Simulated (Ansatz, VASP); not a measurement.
# Ni: VASP beside Ansatz

File POSCAR:

```
Ni
1.0
    0.0000000000      1.7716516424      1.7716516424
    1.7716516424      0.0000000000      1.7716516424
    1.7716516424      1.7716516424      0.0000000000
Ni
1
Direct
    0.0000000000      0.0000000000      0.0000000000
```

The input INCAR.step1:

```
  ALGO = Normal
  EDIFF = 1E-5
  ENCUT = 520
  GGA = PE
  ISIF = 2
  ISMEAR = -1
  ISPIN = 2
  LASPH = T
  LCHARG = F
  LMAXMIX = 4
  LORBIT = 11
  LREAL = F
  LWAVE = T
  MAGMOM = 1
  NBANDS = 15
  NELM = 150
  PREC = Accurate
  SIGMA = 0.05
```

The input INCAR.step2:

```
  ALGO = Normal
  EDIFF = 1E-6
  ENCUT = 520
  GGA = PE
  HFSCREEN = 0.2079
  ISIF = 2
  ISMEAR = -1
  ISPIN = 2
  ISTART = 1
  LASPH = T
  LCHARG = F
  LHFCALC = T
  LMAXMIX = 4
  LORBIT = 11
  LREAL = F
  LWAVE = F
  MAGMOM = 1
  NBANDS = 15
  NELM = 150
  PREC = Accurate
  PRECFOCK = Normal
  SIGMA = 0.05
```

Contents of KPOINTS:

```
k-points
0
Gamma
  8 8 8
```

File input:

```
crystal:
  lattice:
    - [0.0, 1.7716516424, 1.7716516424]
    - [1.7716516424, 0.0, 1.7716516424]
    - [1.7716516424, 1.7716516424, 0.0]
  atoms:
    - { symbol: Ni, position: [0.0, 0.0, 0.0], spin: 1.0 }
hamiltonian:
  xc: hse06
  pseudopotentials: { kind: paw }
magnetization:
  spin_polarized: true
kpoints:
  mp_grid: { grid: [8, 8, 8] }
scf:
  occupations: { method: fermi_dirac, width: 0.05 }
output:
  forces: true
  stress: true
  eigenvalues: true
```

Alike in both runs: task single point; functional HSE06; k mesh 8 × 8 × 8; occupations fermi-dirac, width 0.05 eV; collinear spin.

|  | VASP | Ansatz |
| --- | --- | --- |
| version | VASP 6.6.1 | Ansatz 0.2.0 |
| potentials or method | VASP PAW PBE potentials, release 64 (Ni) | Ansatz PAW |
| plane-wave cutoff (eV) | 520 | 420 |
| valence electrons in the cell | 10 | 18 |

VASP gave:

* gap on the k mesh at the Fermi level (eV): none
* pressure (GPa): -6.6
* net moment per atom (μB): 0.71
* size of the moment on the site where the two differ most (μB): 0.76

Question: Estimate Ansatz's values.

Answer: gap on the k mesh at the Fermi level (eV): none; pressure (GPa): -5.6; net moment per atom (μB): 0.84; size of the moment on the site where the two differ most (μB): 0.96.

The net moments are unlike, so the other rows may belong to different states. Site moments also hang on the region over which each program counts them. A gap of «none» marks a metal or a gap that the smearing closes. VASP's potentials hold 10 valence electrons a cell and Ansatz's 18, so a difference there can come from the potentials and not from the codes.

The k mesh is coarse, so the values compare programs but aren't converged. Noted on Ansatz's run: the magnetic or orbital state may not be the lowest.
